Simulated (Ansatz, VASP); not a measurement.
# One calculation of CsSnI3, two programs

The input INCAR:

```
  PREC = Accurate
  ENCUT = 520
  EDIFF = 1E-7
  ISMEAR = 0
  SIGMA = 0.01
  LREAL = F
  LASPH = T
  NELM = 100
  ALGO = Normal
  ISIF = 2
  LWAVE = F
  LCHARG = F
  GGA = PS
  NBANDS = 30
```

File KPOINTS:

```
Automatic mesh
0
Gamma
  6 6 6
```

The input POSCAR:

```
CsSnI3
1.0
    6.1948089498      0.0000000000      0.0000000000
    0.0000000000      6.1948089498      0.0000000000
    0.0000000000      0.0000000000      6.1948089498
Cs Sn I
1 1 3
Direct
    0.0000000000      0.0000000000      0.0000000000
    0.5000000000      0.5000000000      0.5000000000
    0.0000000000      0.5000000000      0.5000000000
    0.5000000000      0.0000000000      0.5000000000
    0.5000000000      0.5000000000      0.0000000000
```

Input for Ansatz:

```yaml
crystal:
  lattice:
    - [6.1948089498, 0.0, 0.0]
    - [0.0, 6.1948089498, 0.0]
    - [0.0, 0.0, 6.1948089498]
  atoms:
    - { symbol: Cs, position: [0.0, 0.0, 0.0] }
    - { symbol: Sn, position: [0.5, 0.5, 0.5] }
    - { symbol: I, position: [0.0, 0.5, 0.5] }
    - { symbol: I, position: [0.5, 0.0, 0.5] }
    - { symbol: I, position: [0.5, 0.5, 0.0] }
basis:
  ecutwfc: 420
kpoints:
  mp_grid: { grid: [6, 6, 6] }
hamiltonian:
  xc: pbesol
scf:
  occupations: { method: gaussian, width: 0.01 }
output:
  forces: true
  stress: true
  eigenvalues: true
```

Alike in both runs: task single point; functional PBEsol; k mesh 6 × 6 × 6; occupations gaussian, width 0.01 eV; no spin polarisation.

```csv
,VASP,Ansatz
version,VASP 6.6.1,Ansatz 0.2.0
potentials or method,"VASP PAW PBE potentials, release 64 (Cs_sv, Sn_d, I), cutoff 520 eV","scalar-relativistic, plane waves, PAW"
valence electrons in the cell,44,74
```

```tsv
	VASP	Ansatz	Ansatz less VASP
gap on the k mesh at the Fermi level (eV)	0.23	0.24	+0.009
least direct gap on the mesh (eV)	0.23	0.24	+0.009
pressure (GPa)	-0.5	-0.5	0.00
```

VASP's potentials were made for PBE, not for PBEsol. With one functional, cell and mesh, what is left measures potentials, basis and numerics. VASP's potentials hold 44 valence electrons a cell and Ansatz's 74, so a difference there can come from the potentials and not from the codes.

Neither program's run includes spin-orbit coupling.
